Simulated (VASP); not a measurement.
# PbF2 (Fm-3m) in VASP: settings compared

Aim: see how the results for PbF2 move with the level of theory and the settings. Levels: PBE-based screened hybrid with 40 % exact exchange, PBE-based screened hybrid with 75 % exact exchange. Tasks: single point.

All numbers are computed with VASP 6.6.1; they aren't measurements. Logs are shortened: lines on timing, memory, paths and dates and some standing lists are left out, and cuts for length are marked.

**1. The cell of the first run**

It takes space group Fm-3m (No. 225, cubic). The conventional cell has a = 5.892 Å, b = 5.892 Å, c = 5.892 Å, α = 90.00°, β = 90.00°, γ = 90.00°. Pb (site symmetry m-3m) has 8 F at 2.55 Å within 3.4 Å. F (site symmetry -43m) has 4 Pb at 2.55 Å and 6 F at 2.95 Å within 3.4 Å.

**2. Single point, PBE-based screened hybrid with 40 % exact exchange**

The input, POSCAR:

```
PbF2
1.0
    0.0000000000      2.9458082816      2.9458082816
    2.9458082816      0.0000000000      2.9458082816
    2.9458082816      2.9458082816      0.0000000000
Pb F
1 2
Direct
    0.0000000000      0.0000000000      0.0000000000
    0.2500000000      0.2500000000      0.2500000000
    0.7500000000      0.7500000000      0.7500000000
```

The input, INCAR.step1:

```
SYSTEM = PbF2
ALGO = Normal ; EDIFF = 1E-5
ENCUT = 520 ; GGA = PE
ISIF = 2 ; ISMEAR = 0
LASPH = .True. ; LREAL = .False.
LWAVE = .True. ; NBANDS = 21
NELM = 60 ; PREC = Accurate
SIGMA = 0.01
```

The input, INCAR.step2:

```
SYSTEM = PbF2
AEXX = 0.4 ; ALGO = Normal
EDIFF = 1E-7 ; ENCUT = 520
GGA = PE ; HFSCREEN = 0.1
ISIF = 2 ; ISMEAR = 0
ISTART = 1 ; LASPH = .True.
LCHARG = .True. ; LELF = .True.
LHFCALC = .True. ; LREAL = .False.
LVHAR = .True. ; LWAVE = .False.
NBANDS = 21 ; NELM = 60
PREC = Accurate ; PRECFOCK = Normal
SIGMA = 0.01
```

The input, KPOINTS:

```
k-points
0
Gamma
  4 4 4
  0 0 0
```

Potentials or basis: VASP PAW PBE potentials, release 64 (Pb_d, F).

Run with:

```console
cat potpaw_PBE.64/Pb_d/POTCAR potpaw_PBE.64/F/POTCAR > POTCAR
cp INCAR.step1 INCAR
mpirun -np 1 vasp_std > vasp.out
cp INCAR.step2 INCAR
mpirun -np 1 vasp_std > vasp.out
```

OUTCAR:

```text
SYSTEM = PbF2
   AEXX = 0.4
   EDIFF = 1E-7
   ENCUT = 520
   GGA = PE
   HFSCREEN = 0.1
   ISIF = 2
   ISMEAR = 0
   ISTART = 1
   LASPH = .True.
   LHFCALC = .True.
   LREAL = .False.
   NELM = 60
   PREC = Accurate
   PRECFOCK = Normal

 ion  position               nearest neighbor table
   1  0.000  0.000  0.000-   2 2.55   3 2.55   3 2.55   3 2.55   3 2.55   2 2.55   2 2.55   2 2.55

   2  0.250  0.250  0.250-   1 2.55   1 2.55   1 2.55   1 2.55
   3  0.750  0.750  0.750-   1 2.55   1 2.55   1 2.55   1 2.55

  LATTYP: Found a face centered cubic cell.
 ALAT       =     5.8916165632

  Lattice vectors:

 A1 = (   0.0000000000,   2.9458082816,   2.9458082816)
 A2 = (   2.9458082816,   0.0000000000,   2.9458082816)
 A3 = (   2.9458082816,   2.9458082816,   0.0000000000)

Analysis of symmetry for initial positions (statically):
=====================================================================
 Subroutine PRICEL returns:
 Original cell was already a primitive cell.

 Routine SETGRP: Setting up the symmetry group for a
 face centered cubic supercell.

 Subroutine GETGRP returns: Found 48 space group operations
 (whereof 48 operations were pure point group operations)
 out of a pool of 48 trial point group operations.

The static configuration has the point symmetry O_h .

Analysis of symmetry for dynamics (positions and initial velocities):
=====================================================================
 Subroutine PRICEL returns:
 Original cell was already a primitive cell.

 Routine SETGRP: Setting up the symmetry group for a
 face centered cubic supercell.

 Subroutine GETGRP returns: Found 48 space group operations
 (whereof 48 operations were pure point group operations)
 out of a pool of 48 trial point group operations.

The dynamic configuration has the point symmetry O_h .

 Subroutine INISYM returns: Found 48 space group operations
 (whereof 48 operations are pure point group operations),
 and found     1 'primitive' translations

----------------------------------------------------------------------------------------

                                     Primitive cell

  volume of cell :      51.1262

  direct lattice vectors                    reciprocal lattice vectors
     0.000000000  2.945808282  2.945808282    -0.169732702  0.169732702  0.169732702
     2.945808282  0.000000000  2.945808282     0.169732702 -0.169732702  0.169732702
     2.945808282  2.945808282  0.000000000     0.169732702  0.169732702 -0.169732702

  length of vectors
     4.166002024  4.166002024  4.166002024     0.293985664  0.293985664  0.293985664

  position of ions in fractional coordinates (direct lattice)
     0.000000000  0.000000000  0.000000000
     0.250000000  0.250000000  0.250000000
     0.750000000  0.750000000  0.750000000

  ion indices of the primitive-cell ions
   primitive index   ion index
                 1           1
                 2           2
                 3           3

----------------------------------------------------------------------------------------

 KPOINTS: k-points

Automatic generation of k-mesh.
 Grid dimensions read from file:
 generate k-points for:    4    4    4

 Generating k-lattice:

  Cartesian coordinates                     Fractional coordinates (reciprocal lattice)
    -0.042433176  0.042433176  0.042433176     0.250000000  0.000000000  0.000000000
     0.042433176 -0.042433176  0.042433176     0.000000000  0.250000000  0.000000000
     0.042433176  0.042433176 -0.042433176     0.000000000  0.000000000  0.250000000

  Length of vectors
     0.073496416  0.073496416  0.073496416

  Shift w.r.t. Gamma in fractional coordinates (k-lattice)
     0.000000000  0.000000000  0.000000000

 Subroutine IBZKPT returns following result:
 ===========================================

 Found      8 irreducible k-points:

 Following reciprocal coordinates:
            Coordinates               Weight
  0.000000  0.000000  0.000000      1.000000
  0.250000  0.000000  0.000000      8.000000
  0.500000  0.000000  0.000000      4.000000
  0.250000  0.250000  0.000000      6.000000
  0.500000  0.250000  0.000000     24.000000
 -0.250000  0.250000  0.000000     12.000000
  0.500000  0.500000  0.000000      3.000000
 -0.250000  0.500000  0.250000      6.000000
   k-points           NKPTS =      8   k-points in BZ     NKDIM =     64   number of bands    NBANDS=     21
   number of dos      NEDOS =    301   number of ions     NIONS =      3
   total plane-waves  NPLWV =  32768
   dimension x,y,z NGX =    32 NGY =   32 NGZ =   32
   dimension x,y,z NGXF=    64 NGYF=   64 NGZF=   64
   ions per type =               1   2
   NGX,Y,Z   is equivalent  to a cutoff of  12.77, 12.77, 12.77 a.u.
   NGXF,Y,Z  is equivalent  to a cutoff of  25.54, 25.54, 25.54 a.u.
 SYSTEM =  PbF2
   PREC   = accura    normal or accurate (medium, high low for compatibility)
   ISTART =      1    job   : 0-new  1-cont  2-samecut
   ICHARG =      0    charge: 1-file 2-atom 10-const
   ISPIN  =      1    spin polarized calculation?
   LNONCOLLINEAR =      F non collinear calculations
   LSORBIT =      F    spin-orbit coupling
   LASPH  =      T    aspherical Exc in radial PAW
   ENCUT  =  520.0 eV  38.22 Ry    6.18 a.u.   7.75  7.75  7.75*2*pi/ulx,y,z
   NELM   =     60;   NELMIN=  2; NELMDL=  0     # of ELM steps
   EDIFF  = 0.1E-06   stopping-criterion for ELM
   LREAL  =      F    real-space projection
   EDIFFG = 0.1E-05   stopping-criterion for IOM
   NSW    =      0    number of steps for IOM
   IBRION =     -1    ionic relax: 0-MD 1-quasi-New 2-CG
   NFREE  =      0    steps in history (QN), initial steepest desc. (CG)
   ISIF   =      2    stress and relaxation
   ISYM   =      3    0-nonsym 1-usesym 2-fastsym
   POTIM  = 0.5000    time-step for ionic-motion
   TEBEG  =    0.0;   TEEND  =   0.0 temperature during run
   PSTRESS=    0.0 pullay stress
   NELECT =      28.0000    total number of electrons
   NUPDOWN=      -1.0000    fix difference up-down
   EMIN   =  10.00;   EMAX   =-10.00  energy-range for DOS
   EFERMI =   0.00;   METHOD = LEGACY
   ISMEAR =     0;   SIGMA  =   0.01  broadening in eV -4-tet -1-fermi 0-gaus
   EFERMI_NEDOS =   21; number of points for ismear=-14 and -15
   IALGO  =     38    algorithm
   IMIX   =      1    mixing-type and parameters
     AMIX     =   0.40;   BMIX     =  1.00
     AMIX_MAG =   1.60;   BMIX_MAG =  1.00
  volume/ion in A,a.u.               =      17.04       115.01
  Fermi-wavevector in a.u.,A,eV,Ry     =   1.339408  2.531115 24.409055  1.794015
  Thomas-Fermi vector in A             =   2.467803
   LORBIT       =      0    0 simple, 1 ext, 2 COOP (PROOUT), +10 PAW based schemes
   GGA     = PE    functional components
   LHFCALC =     T    Hartree Fock is set to
   PRECFOCK=normal    Normal, Fast or Accurate (Low or Medium for compatibility)
   ENCUT4O =  -1.0   cutoff for four orbital integrals eV
   NKREDX  =     1    reduce k-point grid by
   NKREDY  =     1    reduce k-point grid by
   NKREDZ  =     1    reduce k-point grid by
   AEXX    =    0.4000 exact exchange contribution
   HFSCREEN=    0.1000 screening length (either q_TF or 0.3 A-1)
   HFSCREENC=   0.1000 screening length for correlation (either q_TF or 0.3 A-1)
   ENCUTFOCK=  -1.0 apply spherical cutoff to Coloumb kernel
   IVDW    =     0    specifies the selected vdW correction
   LEPSILON=     F    determine dielectric tensor
   LRPA    =     F    only Hartree local field effects (RPA)
 non-spin polarized calculation
 Gauss-broadening in eV      SIGMA  =   0.01
  energy-cutoff  :      520.00
  volume of cell :       51.13
 maximum number of plane-waves:      1411
 NGX is ok and might be reduce to    32
  NGX = 24; NGY = 24; NGZ = 24

 number of electron      27.9999995 magnetization

 Free energy of the ion-electron system (eV)
  ---------------------------------------------------
  ext. energy  EPLUGINS =         0.00000000
  ---------------------------------------------------
  free energy    TOTEN  =       -20.99830999 eV

  energy without entropy =      -20.99830999  energy(sigma->0) =      -20.99830999

 E-fermi :   0.4483     XC(G=0):  -6.4872

 val. band max:        0.3570576130   @ k =  -0.2500   0.5000   0.2500
 cond. band min:       7.4346208991   @ k =   0.5000   0.5000   0.0000
 fundamental gap:      7.0775632860
 Fermi energy:         0.4482965337

 k-point     1 :       0.0000    0.0000    0.0000
  band No.  band energies     occupation
      1     -24.5543      2.00000
      2     -23.8801      2.00000
      3     -16.0705      2.00000
      4     -16.0705      2.00000
      5     -16.0705      2.00000
      6     -15.9646      2.00000
[... 13 lines left out ...]
     20      18.5924      0.00000
     21      21.3290      0.00000

 k-point     2 :       0.2500    0.0000    0.0000
  band No.  band energies     occupation
      1     -24.4368      2.00000
      2     -23.9842      2.00000
      3     -16.0476      2.00000
      4     -16.0476      2.00000
      5     -15.9620      2.00000
      6     -15.9620      2.00000
[... 13 lines left out ...]
     20      17.5867      0.00000
     21      19.2732      0.00000

 k-point     3 :       0.5000    0.0000    0.0000
  band No.  band energies     occupation
      1     -24.2362      2.00000
      2     -24.1676      2.00000
      3     -16.0379      2.00000
      4     -16.0379      2.00000
      5     -15.9458      2.00000
      6     -15.9458      2.00000
[... 13 lines left out ...]
     20      17.1499      0.00000
     21      17.8552      0.00000

 k-point     4 :       0.2500    0.2500    0.0000
  band No.  band energies     occupation
      1     -24.4081      2.00000
      2     -24.0054      2.00000
      3     -16.0187      2.00000
      4     -16.0187      2.00000
      5     -15.9842      2.00000
      6     -15.9526      2.00000
[... 13 lines left out ...]
     20      19.2036      0.00000
     21      19.4927      0.00000

 k-point     5 :       0.5000    0.2500    0.0000
  band No.  band energies     occupation
      1     -24.2565      2.00000
      2     -24.1364      2.00000
      3     -15.9992      2.00000
      4     -15.9976      2.00000
      5     -15.9470      2.00000
      6     -15.9459      2.00000
[... 13 lines left out ...]
     20      19.3641      0.00000
     21      20.1863      0.00000

 k-point     6 :      -0.2500    0.2500    0.0000
  band No.  band energies     occupation
      1     -24.3015      2.00000
      2     -24.0998      2.00000
      3     -16.0141      2.00000
      4     -15.9988      2.00000
      5     -15.9697      2.00000
      6     -15.9289      2.00000
[... 13 lines left out ...]
     20      19.0949      0.00000
     21      20.9294      0.00000

 k-point     7 :       0.5000    0.5000    0.0000
  band No.  band energies     occupation
      1     -24.2567      2.00000
      2     -24.1256      2.00000
      3     -16.0068      2.00000
      4     -15.9650      2.00000
      5     -15.9650      2.00000
      6     -15.9407      2.00000
[... 13 lines left out ...]
     20      20.2824      0.00000
     21      20.8997      0.00000

 k-point     8 :      -0.2500    0.5000    0.2500
  band No.  band energies     occupation
      1     -24.1918      2.00000
      2     -24.1918      2.00000
      3     -15.9896      2.00000
      4     -15.9650      2.00000
      5     -15.9565      2.00000
      6     -15.8905      2.00000
[... 13 lines left out ...]
     20      19.8910      0.00000
     21      19.8910      0.00000

------------------------ aborting loop because EDIFF is reached ----------------------------------------

  FORCE on cell =-STRESS in cart. coord.  units (eV):
  Direction    XX          YY          ZZ          XY          YZ          ZX
  --------------------------------------------------------------------------------------
  -------------------------------------------------------------------------------------
  Total        0.3833218      0.3833218      0.3833218     -0.0000000      0.0000000      0.0000000
  in kB       12.0124230     12.0124230     12.0124230     -0.0000000      0.0000000      0.0000000
  external PRESSURE =      12.0124230 kB  Pullay stress =       0.0000000 kB

 VOLUME and BASIS-vectors are now :
 -----------------------------------------------------------------------------
  energy-cutoff  :      520.00
  volume of cell :       51.13
      direct lattice vectors                 reciprocal lattice vectors
     0.000000000  2.945808282  2.945808282    -0.169732702  0.169732702  0.169732702
     2.945808282  0.000000000  2.945808282     0.169732702 -0.169732702  0.169732702
     2.945808282  2.945808282  0.000000000     0.169732702  0.169732702 -0.169732702

 POSITION                                       TOTAL-FORCE (eV/Angst)
 -----------------------------------------------------------------------------------
      0.00000      0.00000      0.00000        -0.000000      0.000000     -0.000000
      1.47290      1.47290      1.47290         0.000000      0.000000      0.000000
      4.41871      4.41871      4.41871         0.000000     -0.000000      0.000000
 -----------------------------------------------------------------------------------
    total drift:                                0.000033      0.000031     -0.000013

  FREE ENERGIE OF THE ION-ELECTRON SYSTEM (eV)
  ---------------------------------------------------
  free  energy   TOTEN  =       -20.9983099909 eV

  energy  without entropy=      -20.9983099909  energy(sigma->0) =      -20.99830999
```

Wall time 45 min (1 thread of Oxide Virtual Turin-like, shared host); peak memory 0.26 GiB.

What came out:

```
Free energy            : -20.9983 eV
Pressure               : 1.2 GPa
Band gap on the k mesh : 7.08 eV (least direct gap 7.21 eV)
```

Caveat: the k points lie up to 0.46 Å⁻¹ apart; the PAW data sets were made with another functional, which shifts forces and pressure a little; spin-orbit coupling is left out, which moves the levels of the heavy elements. A k mesh can miss the band edges.

(Part 1 of 2 ends here.)
